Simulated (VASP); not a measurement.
The system is ScGa2N3.

```
Sc Ga N
1.0
     5.05000   -2.92500    0.00000
     5.05000    2.92500    0.00000
     0.00000    0.00000    5.30000
Sc Ga N
2 4 6
Direct
  0.16700 0.83300 0.00500
  0.83300 0.16700 0.50500
  0.50200 0.83200 0.50000
  0.49800 0.16800 0.00000
  0.16800 0.49800 0.50000
  0.83200 0.50200 0.00000
  0.47500 0.83500 0.10500
  0.16500 0.52500 0.10500
  0.86500 0.13500 0.13000
  0.52500 0.16500 0.60500
  0.83500 0.47500 0.60500
  0.13500 0.86500 0.63000
```

- Program: VASP 6.6.1
- Task: relaxation of cell and atoms
- Functional: PBE
- Potentials or basis: VASP PAW PBE potentials, release 64 (Sc_sv, Ga_d, N)
- Cutoff: 600 eV
- k mesh: 3 × 3 × 2
- Occupations: gaussian, width 0.15 eV
- Spin: no spin polarisation

At the start: pressure 6.2 GPa; volume 13.05 Å³/atom.

Problem. How do energy, volume and symmetry change on relaxing?

Solution. Over 8 steps the energy falls by 366.6 meV/atom and the volume is 12.65 Å³/atom (-3.1 %); space group Cmc2_1 (No. 36, to 0.1 Å) before and after.

The path:
```csv
step,energy change (eV),largest force (eV/Å),pressure (GPa),volume (Å³)
1,0.0000,5.9920,6.23,156.58
2,-3.2311,1.8421,-11.92,168.34
3,-3.4665,1.8418,-9.46,165.26
4,-4.3306,0.4906,2.74,149.38
5,-4.3459,0.6001,1.00,151.06
6,-4.3954,0.1222,-0.25,152.15
7,-4.3956,0.1181,-0.31,152.21
8,-4.3990,0.0617,0.10,151.78
```

Final structure:
```xyz
12
Lattice="4.9901 -2.8792 0.0000 4.9901 2.8792 0.0000 0.0000 0.0000 5.2820" Properties=species:S:1:pos:R:3 pbc="T T T"
Sc    4.9901    1.8760    0.0186
Sc    4.9901   -1.8760    2.6596
Ga    6.6839    0.9504    2.6239
Ga    3.2963   -0.9504    5.2649
Ga    3.2963    0.9504    2.6239
Ga    6.6839   -0.9504    5.2649
N     6.7458    0.8991    0.6503
N     3.2344    0.8991    0.6503
N     4.9901   -1.8372    0.5372
N     3.2344   -0.8991    3.2913
N     6.7458   -0.8991    3.2913
N     4.9901    1.8372    3.1782
```

Caveat: the k points lie up to 0.59 Å⁻¹ apart in the final cell; the relaxation stopped at a loose force limit of 0.08 eV/Å, so its end isn't a converged minimum.
